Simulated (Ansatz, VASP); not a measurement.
PtS2 in VASP and in Ansatz

```
S Pt
1.0
     3.54153    0.00000    0.00000
    -1.77076    3.06705    0.00000
     0.00000    0.00000   22.46706
S Pt
4 2
Direct
  0.66667 0.33333 0.20029
  0.33333 0.66667 0.31083
  0.33333 0.66667 0.48175
  0.00000 0.00000 0.59229
  0.00000 0.00000 0.25556
  0.66667 0.33333 0.53702
```

Alike in both runs: task single point; functional PBE; dispersion D3(BJ); k mesh 9 × 9 × 1; occupations gaussian, width 0.05 eV; no spin polarisation.

|  | VASP | Ansatz |
| --- | --- | --- |
| version | VASP 6.6.1 | Ansatz 0.2.0 |
| potentials or method | VASP PAW PBE potentials, release 64 (S, Pt), cutoff 520 eV | scalar-relativistic, plane waves, PAW |
| valence electrons in the cell | 44 | 60 |

|  | VASP | Ansatz | Ansatz less VASP |
| --- | --- | --- | --- |
| gap on the k mesh at the Fermi level (eV) | 1.56 | 1.55 | -0.006 |
| least direct gap on the mesh (eV) | 1.65 | 1.64 | -0.006 |
| rms of the force components (eV/Å) | 0.019 | 0.016 | -0.0027 |

VASP's potentials hold 44 valence electrons a cell and Ansatz's 60, so a difference there can come from the potentials and not from the codes.

Spin-orbit coupling is off throughout.
